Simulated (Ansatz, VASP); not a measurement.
## Al2B3N5 in VASP and in Ansatz

```xyz
10
Lattice="3.2620 0.3695 -0.1842 -0.5294 4.5224 -0.2979 -0.9110 -1.9684 6.6800" Properties=species:S:1:pos:R:3 pbc="T T T"
Al   -0.4832    2.4614    1.4425
Al    1.4426    0.4348    2.2011
B     1.2998    2.6842    3.7174
B     1.6640    0.5732    5.0747
B    -0.8387    4.4676   -0.3541
N     1.6907    1.4435    6.2221
N    -0.2813    0.5981    1.3176
N     1.1434    3.1296    2.2712
N     1.4553    1.2581    3.8248
N     1.8394   -0.9258    5.1734
```

Alike in both runs: functional PBE; k mesh 4 × 4 × 4; occupations gaussian, width 0.1 eV; no spin polarisation.

Ansatz relaxed the structure, and its values are those at the end. VASP's run is a single point on that final structure, the one shown.

|  | VASP | Ansatz |
| --- | --- | --- |
| version | VASP 6.6.1 | Ansatz 0.2.0 |
| potentials or method | VASP PAW PBE potentials, release 64 (Al, B, N), cutoff 520 eV | scalar-relativistic, plane waves, PAW |
| valence electrons in the cell | 40 | 40 |

```tsv
	VASP	Ansatz	Ansatz less VASP
gap on the k mesh at the Fermi level (eV)	2.56	2.57	+0.008
least direct gap on the mesh (eV)	3.83	3.84	+0.006
pressure (GPa)	0.0	0.0	+0.07
rms of the force components (eV/Å)	0.009	0.003	-0.0056
```

The k mesh is coarse, so the values compare programs but aren't converged.
